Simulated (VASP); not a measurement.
Input of a VASP 6.6.1 run:

The input INCAR:

```
PREC     = Accurate       # precision mode
ENCUT    = 560            # plane-wave cutoff, eV
EDIFF    = 1E-6           # SCF threshold, eV
ISMEAR   = -1             # smearing method
SIGMA    = 0.1            # smearing width, eV
LREAL    = F              # projectors in reciprocal space
LASPH    = T              # aspherical terms in the spheres
NELM     = 120            # most SCF steps
ALGO     = Normal         # electronic algorithm
ISIF     = 2              # what is computed and relaxed
LWAVE    = F              # write WAVECAR
LCHARG   = T              # write CHGCAR
GGA      = B5             # functional
ALDAX    = 1.0          
AGGAX    = 1.0          
AGGAC    = 1.0          
ALDAC    = 0.0          
LELF     = T              # ELF
LVHAR    = T            
NBANDS   = 14             # bands
GGA_COMPAT= F
```

The input KPOINTS:

```
Automatic mesh
0
Gamma
  14 14 14
```

Contents of POSCAR:

```
Os
1.0
    2.5976447518      0.0000000000      0.0000000000
    0.0000000000      2.5976447518      0.0000000000
    0.0000000000      0.0000000000      2.5976447518
Os
1
Direct
    0.0000000000      0.0000000000      0.0000000000
```

Potentials or basis: VASP PAW PBE potentials, release 64 (Os_sv_GW).

Command:

```sh
$ cat potpaw_PBE.64/Os_sv_GW/POTCAR > POTCAR
$ mpirun -np 1 vasp_std > vasp.out
```

(1) Estimate the band gap on the k mesh.

(2) What does it give for the pressure?

Results:

(1) zero (bands 8 and 9 overlap by 5.31 eV).

(2) 0.1 GPa.

Caveat: the PAW data sets were made with another functional, which shifts forces and pressure a little; spin-orbit coupling is left out, which moves the levels of the heavy elements.
